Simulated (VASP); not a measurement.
Here is a VASP 6.6.1 calculation.

Contents of INCAR:

```
PREC = Accurate
ENCUT = 520
EDIFF = 1E-7
ISMEAR = 0
SIGMA = 0.05
LREAL = False
LASPH = True
NELM = 100
ALGO = Normal
ISIF = 2
LWAVE = False
LCHARG = True
GGA = PE
LELF = True
LVHAR = True
NBANDS = 25
```

Contents of KPOINTS:

```
regular mesh
0
Gamma
  6 6 8
```

Contents of POSCAR:

```
SiO2
1.0
    4.2676000000      0.0000000000      0.0000000000
    0.0000000000      4.2676000000      0.0000000000
    0.0000000000      0.0000000000      2.6897743053
Si O
2 4
Direct
    0.5000000000      0.5000000000      0.5000000000
    0.0000000000      0.0000000000      0.0000000000
    0.6930127928      0.6930127928      0.0000000000
    0.1930127928      0.8069872072      0.5000000000
    0.3069872072      0.3069872072      0.0000000000
    0.8069872072      0.1930127928      0.5000000000
```

Potentials or basis: VASP PAW PBE potentials, release 64 (Si, O).

The run is started by

```console
$ cat potpaw_PBE.64/Si/POTCAR potpaw_PBE.64/O/POTCAR > POTCAR
$ mpirun -np 1 vasp_std > vasp.out
```

(1) What does it give for the band gap on the k mesh?

(2) What does it give for the largest force?

Results:

(1) 4.80 eV, direct.

(2) 0.139 eV/Å.
